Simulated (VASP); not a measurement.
Set up this calculation in VASP 6.6.1, as the native input.

```
Task                   : single point
Functional             : PBEsol
Potentials or basis    : VASP PAW PBE potentials, release 64 (Si, Ge_d)
Cutoff                 : 520 eV
k mesh                 : 2 × 2 × 2
Occupations            : gaussian, width 0.05 eV
Spin                   : no spin polarisation
Dipole correction      : no
Further INCAR settings : LREAL = Auto; ALGO = Normal; EDIFF = 1e-07; NBANDS = 53
```

The structure of Si16Ge (a cell with a defect) lies in POSCAR:

```
Si16Ge
1.0
    0.0000000000      5.4300000000      5.4300000000
    5.4300000000      0.0000000000      5.4300000000
    5.4300000000      5.4300000000      0.0000000000
Si Ge
16 1
Direct
    0.0846783610     -0.0278457643     -0.0286116943
    0.1379187845      0.1290248619      0.1283552486
   -0.0154008287      0.0180000921      0.4985461326
    0.1380297422      0.1289837017      0.6043050645
   -0.0154196133      0.4992074586      0.0172514733
    0.1377525783      0.6051269797      0.1283733886
   -0.0153767956      0.4991666667      0.4985863720
    0.0553514733      0.6486085635      0.6478378453
    0.5105936464      0.0143689687      0.0133220074
    0.7021487109      0.0997404236      0.0988177716
    0.5106941989      0.0142638122      0.4613255064
    0.6129771639      0.1571629834      0.6147296501
    0.5104256906      0.4621295580      0.0134595764
    0.6129555249      0.6155290055      0.1562978821
    0.4340506446      0.5224090239      0.5216036832
    0.6129676796      0.6156032228      0.6147829650
    0.5463858195      0.8182871087      0.8175289134
```

These files were run (other wordings do the same):

INCAR

```
SYSTEM = Si16Ge
  ALGO = Normal
  EDIFF = 1E-7
  ENCUT = 520
  GGA = PS
  ISIF = 2
  ISMEAR = 0
  LASPH = .True.
  LCHARG = .True.
  LELF = .True.
  LREAL = Auto
  LVHAR = .True.
  LWAVE = .False.
  NBANDS = 53
  NELM = 60
  PREC = Accurate
  SIGMA = 0.05
```

KPOINTS

```
k-points
0
Gamma
  2 2 2
  0 0 0
```

Potentials or basis: VASP PAW PBE potentials, release 64 (Si, Ge_d).

Run with:

```console
$ cat potpaw_PBE.64/Si/POTCAR potpaw_PBE.64/Ge_d/POTCAR > POTCAR
$ mpirun -np 1 vasp_std > vasp.out
```

Results of the run:

```
Pressure               : 3.3 GPa
Largest force          : 0.028 eV/Å
Band gap on the k mesh : 0.13 eV
```

Caveat: the k points lie up to 0.50 Å⁻¹ apart; the PAW data sets were made with another functional, which shifts forces and pressure a little.

Wall time 3.2 min on 1 thread of Intel(R) Xeon(R) 6975P-C (Granite Rapids) (shared host), peak memory 0.48 GiB.
